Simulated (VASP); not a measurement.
Wanted: the native input for a VASP 6.6.1 run.

| Quantity | Value |
| --- | --- |
| Task | single point |
| Functional | PBE |
| Potentials or basis | VASP PAW PBE potentials, release 64 (Ti_sv, Ge_d, Mo_sv) |
| Cutoff | 520 eV |
| k mesh | 4 × 4 × 4 |
| Occupations | gaussian, width 0.1 eV |
| Spin | no spin polarisation |
| Dipole correction | no |
| Further INCAR settings | ALGO = Normal; EDIFF = 1e-06; NBANDS = 72 |

The structure of TiGe6Mo2 lies in POSCAR:

```
TiGe6Mo2
1.0
    0.0000000000      4.1669169642      7.1043303632
    2.3785702157      0.0000000000      7.1043303632
    2.3785702157      4.1669169642      0.0000000000
Ti Ge Mo
1 6 2
Direct
    0.0000000000      0.0000000000      0.0000000000
    0.6617809270      0.3382190730      0.6617809270
    0.9943385502      0.6704565031      0.3295434969
    0.3295434969      0.0056614498      0.9943385502
    0.3382190730      0.6617809270      0.3382190730
    0.6704565031      0.9943385502      0.0056614498
    0.0056614498      0.3295434969      0.6704565031
    0.3336064792      0.3336064792      0.6663935208
    0.6663935208      0.6663935208      0.3336064792
```

One way to write it, as run:

INCAR

```
SYSTEM = TiGe6Mo2
ALGO = Normal
EDIFF = 1E-6
ENCUT = 520
GGA = PE
ISIF = 2
ISMEAR = 0
LASPH = .TRUE.
LCHARG = .FALSE.
LREAL = .FALSE.
LWAVE = .FALSE.
NBANDS = 72
NELM = 80
PREC = Accurate
SIGMA = 0.1
```

KPOINTS

```
k-points
0
G
  4 4 4
  0 0 0
```

Potentials or basis: VASP PAW PBE potentials, release 64 (Ti_sv, Ge_d, Mo_sv).

Run with:

```sh
$ cat potpaw_PBE.64/Ti_sv/POTCAR potpaw_PBE.64/Ge_d/POTCAR potpaw_PBE.64/Mo_sv/POTCAR > POTCAR
$ mpirun -np 1 vasp_std > vasp.out
```

It gave:

```
Pressure               : 0.3 GPa
Largest force          : 0.025 eV/Å
Band gap on the k mesh : zero (band 62 reaches 9.68 eV, above the bottom of band 63 at 8.84 eV)
```

Caveat: the k points lie up to 0.40 Å⁻¹ apart.

It took 11 min on 1 thread of AMD EPYC 7R13 (shared host), peak memory 0.4 GiB.
